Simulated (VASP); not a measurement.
A run of VASP 6.6.1 is set up as follows.

INCAR

```
SYSTEM = TaTc
PREC = Accurate
ENCUT = 600
EDIFF = 1E-6
ISMEAR = 0
SIGMA = 0.05
LREAL = .False.
LASPH = .True.
NELM = 100
ALGO = Normal
ISIF = 3
LWAVE = .False.
LCHARG = .False.
GGA = CA
IBRION = 2
NSW = 80
EDIFFG = -0.03
```

Contents of KPOINTS:

```
Automatic mesh
0
Gamma
  7 7 7
  0 0 0
```

File POSCAR:

```
TaTc
1.0
    3.1333538814      0.0000000000      0.0000000000
    0.0000000000      3.1333538814      0.0000000000
    0.0000000000      0.0000000000      3.1333538814
Ta Tc
1 1
Direct
    0.0000000000      0.0000000000      0.0000000000
    0.5000000000      0.5000000000      0.5000000000
```

Potentials or basis: VASP PAW LDA potentials, release 64 (Ta_pv, Tc_pv).

The run is started by

```bash
$ cat potpaw_LDA.64/Ta_pv/POTCAR potpaw_LDA.64/Tc_pv/POTCAR > POTCAR
$ mpirun -np 1 vasp_std > vasp.out
```

What does it give for the relaxed volume?

15.42 Å³/atom.

Predict the relaxed cell.

a = 3.136 Å, b = 3.136 Å, c = 3.136 Å, α = 90.00°, β = 90.00°, γ = 90.00°.

Estimate the space group after relaxing (to 0.05 Å).

Pm-3m (No. 221).

Final structure:
```
Ta Tc
1.0
     3.13627    0.00000    0.00000
     0.00000    3.13627    0.00000
     0.00000    0.00000    3.13627
Ta Tc
1 1
Direct
  0.00000 0.00000 0.00000
  0.50000 0.50000 0.50000
```
